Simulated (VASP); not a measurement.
Runs of VASP 6.6.1 on Ga3BAs4. The structure is that of space group P-4m2 (No. 115), or close to it. The cells are those of the table. 

```tsv
level	cell	cutoff (eV)	smearing	gap on the mesh (eV)	pressure (GPa)	largest force (eV/Å)
r2SCAN	a = 3.833, b = 3.833, c = 11.063 Å, 8 atoms	550	fermi-dirac 0.02 eV	0.79	0.1	0.01
PBE	a = 3.873, b = 3.873, c = 11.196 Å, 8 atoms	500	fermi-dirac 0.02 eV	0.37	0.2	-
r2SCAN	a = 3.833, b = 3.833, c = 11.063 Å, 8 atoms	550	gaussian 0.01 eV	0.79	0.1	0.01
PBE	a = 3.833, b = 3.833, c = 11.063 Å, 8 atoms	500	fermi-dirac 0.02 eV	(a)	2.9	(b)
```

Alike in all rows: task single point; potentials or basis VASP PAW PBE potentials, release 64 (B, As, Ga_d); no spin polarisation; k mesh 6 × 6 × 2.

Task: Fill in the values left out.

Result: (a) 0.54; (b) 0.21.

Caveats: the PAW data sets were made with another functional, which shifts forces and pressure a little (some runs).

A k mesh can miss the band edges, and the runs leave out spin-orbit coupling on As, Ga.
